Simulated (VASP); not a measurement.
Input of a VASP 6.6.1 run:

The input INCAR:

```
SYSTEM = Ga2O3
ALGO = Normal
EDIFF = 1E-7
ENCUT = 520
GGA = PE
ISIF = 2
ISMEAR = -1
ISYM = 0
LASPH = .TRUE.
LCHARG = .FALSE.
LREAL = Auto
LWAVE = .FALSE.
NBANDS = 79
NELM = 80
PREC = Accurate
SIGMA = 0.2585
```

KPOINTS

```
k-points
0
G
  1 1 1
  0 0 0
```

File POSCAR:

```
Ga2O3
1.0
    5.4742580000     -0.0378450000     -0.0147940000
   -0.0378450000      5.4580010000     -0.0143210000
   -0.0147940000     -0.0143210000      5.6231180000
Ga O
6 9
Direct
   -0.0665890394      0.6434639959      0.9034421703
    0.9867672559      0.6103519511      0.4173837513
    0.4057651966     -0.0569955426      0.1803007970
    0.7967335335      0.1024761328      0.5861640173
    0.4140543082      0.5859612254      0.8315808187
    0.7843235236      0.1564742330      0.1221141277
    0.4683404135      0.1538995856     -0.0651665812
    0.9800087064      0.3106639658      0.8342857588
    0.5512056799      0.3111168901      0.5644101799
    0.7656430340      0.7904856234      0.5814232367
    0.1965733209      0.8109343215      0.7151051243
    0.7138780987      0.8318077276      0.0960611944
    0.7169783377      0.4419973978      0.2955934452
    0.2801501347      0.6270243219      0.2099081251
    0.0599143284      1.0720437555      0.3246583321
```

Potentials or basis: VASP PAW PBE potentials, release 64 (Ga_d, O).

Launch:

```console
$ cat potpaw_PBE.64/Ga_d/POTCAR potpaw_PBE.64/O/POTCAR > POTCAR
$ mpirun -np 1 vasp_gam > vasp.out
```

(1) Estimate the band gap on the k mesh.

(2) Estimate the largest force.

(3) What does it give for the pressure?

Results:

(1) 0.70 eV.

(2) 5.186 eV/Å.

(3) 13.7 GPa.

Caveat: the k points lie up to 1.15 Å⁻¹ apart.
